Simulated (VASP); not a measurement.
Be: single point with PBEsol

The system is Be.

```
Be
1.0
     0.00000    2.43681    2.43681
     2.43681    0.00000    2.43681
     2.43681    2.43681    0.00000
Be
2
Direct
  0.87500 0.87500 0.87500
  0.12500 0.12500 0.12500
```

```yaml
Program: VASP 6.6.1
Task: single point
Functional: PBEsol
Potentials_or_basis: VASP PAW PBE potentials, release 64 (Be)
Cutoff: 600 eV
k_mesh: 15 × 15 × 15
Occupations: fermi-dirac, width 0.05 eV
Spin: no spin polarisation
```

- Pressure: 0.1 GPa
- Band gap on the k mesh: zero (band 2 reaches 6.69 eV, above the bottom of band 3 at 0.36 eV)

Levels at points of the mesh, in eV from the Fermi level:
```
           k point  band 1  band 2  band 3  band 4  band 5
(0.00, 0.00, 0.00)   -7.38    4.82    4.82    4.82    7.34
```

It took 40 s on 1 thread of Intel Xeon 8259CL, on a shared host, peak memory 0.17 GiB.

Caveat: the PAW data sets were made with another functional, which shifts forces and pressure a little.
